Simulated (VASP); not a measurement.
**EuO (mix): single point with PBE**

Crystal: EuO (mix).

```
Eu O
1.0
     0.00000    2.57195    2.57195
     2.57195    0.00000    2.57195
     2.57195    2.57195    0.00000
Eu O
1 1
Direct
  0.00000 0.00000 0.00000
  0.50000 0.50000 0.50000
```

```yaml
Program: VASP 6.6.1
Task: single point
Functional: PBE
Potentials_or_basis: VASP PAW PBE potentials, release 64 (Eu, O)
Cutoff: 600 eV
k_mesh: 6 × 6 × 6
Occupations: gaussian, width 0.1 eV
Spin: collinear spin, ferromagnetic start
Starting_moments: "[7.0, 0.0] μB"
Dipole_correction: no
Further_INCAR_settings: ALGO = Normal; EDIFF = 1e-06; NBANDS = 22
```

The pressure is -4.5 GPa and the band gap on the k mesh is zero (filled and empty bands overlap). The net moment is 6.97 μB per cell. The site moments are Eu +6.59; O -0.10 μB. The valence electrons inside the program's atomic spheres are Eu 14.80; O 4.94.

Levels at points of the mesh, in eV from the Fermi level:
Spin up:
```
           k point  band 11  band 12  band 13  band 14  band 15  band 16  band 17  band 18  band 19  band 20
(0.00, 0.00, 0.00)    -0.25    -0.25    -0.25     0.05     0.05     0.05     1.61     1.61     1.61     3.85
(0.50, 0.00, 0.00)    -0.50    -0.29    -0.29    -0.28    -0.25     2.22     4.33     4.33     4.70     7.59
(0.50, 0.50, 0.00)    -0.41    -0.38    -0.38    -0.30    -0.06    -0.06     3.38     5.70     6.55     6.55
```
Spin down:
```csv
k point,band 5,band 6,band 7,band 8,band 9,band 10,band 11,band 12
"(0.00, 0.00, 0.00)",-17.63,-3.81,-3.81,-3.81,0.65,2.73,2.73,2.73
"(0.50, 0.00, 0.00)",-16.42,-5.79,-4.86,-4.86,3.04,3.68,4.14,4.14
"(0.50, 0.50, 0.00)",-18.05,-3.85,-3.76,-3.76,-0.23,4.16,4.26,4.34
```

It took 26 s on 1 thread of Intel(R) Xeon(R) 6975P-C (Granite Rapids) (shared host), peak memory 0.21 GiB.

Caveat: spin-orbit coupling is left out, which moves the levels of the heavy elements; a cell with one magnetic atom can't hold antiferromagnetic order, which such compounds often take; without U or exact exchange the open f shell lies at the Fermi level, which spoils levels, moments and volumes. With open d or f shells a metallic result of PBE can be an artefact of self-interaction; +U or a hybrid may open a gap.
